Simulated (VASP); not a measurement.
A run of VASP 6.6.1:

The input INCAR:

```
PREC = Accurate
ENCUT = 520
EDIFF = 1E-7
ISMEAR = 0
SIGMA = 0.15
LREAL = False
LASPH = True
NELM = 60
ALGO = Fast
ISIF = 2
LWAVE = False
LCHARG = False
GGA = PE
NBANDS = 13
```

The input KPOINTS:

```
regular mesh
0
Gamma
  22 22 22
```

The input POSCAR:

```
Mo
1.0
   -1.5945650000      1.5710000000      1.5710000000
    1.5945650000     -1.5710000000      1.5710000000
    1.5945650000      1.5710000000     -1.5710000000
Mo
1
Direct
    0.0000000000      0.0000000000      0.0000000000
```

Potentials or basis: VASP PAW PBE potentials, release 64 (Mo_sv).

Launch:

```console
$ cat potpaw_PBE.64/Mo_sv/POTCAR > POTCAR
$ mpirun -np 1 vasp_std > vasp.out
```

Hardware: 1 thread of Intel(R) Xeon(R) Platinum 8488C (Sapphire Rapids) (shared host).

Estimate the wall time of this run.

It took 89 s on 1 thread of Intel(R) Xeon(R) Platinum 8488C (Sapphire Rapids), on a shared host, peak memory 0.26 GiB. Counts: scf iterations 15, k points 834.
